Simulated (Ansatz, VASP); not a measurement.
# CdS in VASP and in Ansatz

File POSCAR:

```
CdS
1.0
    4.0796051072      0.0000000000      0.0000000000
   -2.0398025536      3.5330416602      0.0000000000
    0.0000000000      0.0000000000      6.6278555397
Cd S
2 2
Direct
    0.3333333333      0.6666666667     -0.0009650882
    0.6666666667      0.3333333333      0.4990349118
    0.3333333333      0.6666666667      0.3759650882
    0.6666666667      0.3333333333      0.8759650882
```

File INCAR.step1:

```
PREC = Accurate
ENCUT = 520
ISMEAR = 0
SIGMA = 0.01
LREAL = False
LASPH = True
NELM = 60
NBANDS = 26
GGA = PE
ALGO = Normal
EDIFF = 1E-4
LWAVE = True
LCHARG = False
```

INCAR.step2

```
PREC = Accurate
ENCUT = 520
EDIFF = 1E-6
ISMEAR = 0
SIGMA = 0.01
LREAL = False
LASPH = True
NELM = 60
ALGO = Normal
ISIF = 2
LWAVE = False
LCHARG = True
METAGGA = R2SCAN
LMIXTAU = True
LELF = True
LVHAR = True
NBANDS = 26
ISTART = 1
```

File KPOINTS:

```
regular mesh
0
Gamma
  6 6 4
```

Input for Ansatz:

```yaml
crystal:
  lattice:
    - [4.0796051072, 0.0, 0.0]
    - [-2.0398025536, 3.5330416602, 0.0]
    - [0.0, 0.0, 6.6278555397]
  atoms:
    - { symbol: Cd, position: [0.3333333333, 0.6666666667, -0.0009650882] }
    - { symbol: Cd, position: [0.6666666667, 0.3333333333, 0.4990349118] }
    - { symbol: S, position: [0.3333333333, 0.6666666667, 0.3759650882] }
    - { symbol: S, position: [0.6666666667, 0.3333333333, 0.8759650882] }
kpoints:
  mp_grid: { grid: [6, 6, 4] }
hamiltonian:
  xc: r2scan
scf:
  occupations: { method: fixed }
  n_extra_bands: 5
output:
  forces: true
  stress: true
  eigenvalues: true
```

Alike in both runs: task single point; functional r2SCAN; k mesh 6 × 6 × 4; no spin polarisation.

```csv
,VASP,Ansatz
version,VASP 6.6.1,Ansatz 0.2.0
potentials or method,"VASP PAW PBE potentials, release 64 (Cd, S)","plane waves, PAW"
plane-wave cutoff (eV),520,500
occupations,"gaussian, width 0.01 eV",fixed
valence electrons in the cell,36,52
```

VASP gave:

```
gap on the k mesh at the Fermi level (eV) : 1.78
pressure (GPa)                            : 4.7
```

Problem. Estimate Ansatz's values.

Solution. gap on the k mesh at the Fermi level (eV): 1.78; pressure (GPa): 4.3.

VASP's potentials were made for PBE, not for r2SCAN. VASP's potentials hold 36 valence electrons a cell and Ansatz's 52, so a difference there can come from the potentials and not from the codes.
